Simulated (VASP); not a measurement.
A run of VASP 6.6.1 is set up as follows.

Contents of INCAR:

```
PREC = Accurate ; ENCUT = 1340
EDIFF = 1E-6 ; ISMEAR = 0
SIGMA = 0.1 ; LREAL = F
LASPH = T ; NELM = 120
ALGO = Normal ; ISIF = 2
LWAVE = F ; LCHARG = F
GGA = PE ; NBANDS = 32
GGA_COMPAT = F
```

The input KPOINTS:

```
regular mesh
0
Gamma
  6 6 2
```

The input POSCAR:

```
BiO5
1.0
    3.4350061772     -0.0000000035      0.0000000000
   -1.7175030855      2.9748026134      0.0000000000
    0.0000000000      0.0000000000     10.6944145179
Bi O
1 5
Direct
    0.0000000000      0.0000000000      0.0000000000
    0.6666666667      0.3333333333      0.8822883479
    0.0000000000      0.0000000000      0.5589748594
    0.6666666667      0.3333333333      0.5000000000
    0.0000000000      0.0000000000      0.4410251406
    0.6666666667      0.3333333333      0.1177116521
```

Potentials or basis: VASP PAW PBE potentials, release 64 (Bi_d, O_h).

Run with:

```bash
$ cat potpaw_PBE.64/Bi_d/POTCAR potpaw_PBE.64/O_h/POTCAR > POTCAR
$ mpirun -np 1 vasp_std > vasp.out
```

**Question.** Estimate the pressure.

**Answer.** 0.1 GPa.

**Question.** What does it give for the band gap on the k mesh?

**Answer.** Zero (an odd number of electrons rules out a gap without spin polarisation).

**Question.** Estimate the largest force.

**Answer.** 0.033 eV/Å.

Stress tensor (GPa, compression positive):
```
 0.25  0.00  0.00
 0.00  0.25  0.00
 0.00  0.00 -0.10
```

Caveat: spin-orbit coupling is left out, which moves the levels of the heavy elements; an odd number of electrons without spin polarisation forces a metal; a magnetic or distorted state may lie lower.
